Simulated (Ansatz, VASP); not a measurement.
# Two plane-wave programs on Al3GaN4

```
Al Ga N
1.0
     5.24514    0.00000    0.00012
     0.00000    3.25528    0.00000
    -0.00337    0.00000    5.63471
Al Ga N
3 1 4
Direct
  0.50023 0.50000 0.16733
  0.00092 0.50000 0.83481
  0.00109 0.00000 0.33169
  0.49942 0.00000 0.66620
  0.11117 0.00000 0.66633
  0.12245 0.50000 0.16716
  0.62512 0.50000 0.84019
  0.62319 0.00000 0.32629
```

Change from the starting cell: strain +0.040 along x and y, +0.040 along z, atoms carried along.

Alike in both runs: task single point; functional PBEsol; k mesh 6 × 8 × 4; occupations gaussian, width 0.05 eV; no spin polarisation.

|  | VASP | Ansatz |
| --- | --- | --- |
| version | VASP 6.6.1 | Ansatz 0.2.0 |
| potentials or method | VASP PAW PBE potentials, release 64 (Al, Ga_d, N), cutoff 520 eV | scalar-relativistic, plane waves, PAW |
| valence electrons in the cell | 42 | 42 |

|  | VASP | Ansatz | Ansatz less VASP |
| --- | --- | --- | --- |
| gap on the k mesh at the Fermi level (eV) | 2.58 | 2.56 | -0.011 |
| least direct gap on the mesh (eV) | 2.58 | 2.56 | -0.011 |
| pressure (GPa) | -18.5 | -18.4 | +0.12 |
| traceless stress, the component that is largest in VASP (GPa) | 0.55 | 0.54 | -0.009 |
| rms of the force components (eV/Å) | 0.022 | 0.022 | -0.0003 |

VASP's potentials were made for PBE, not for PBEsol. Atom by atom the forces differ by 0.001 eV/Å (rms over components).
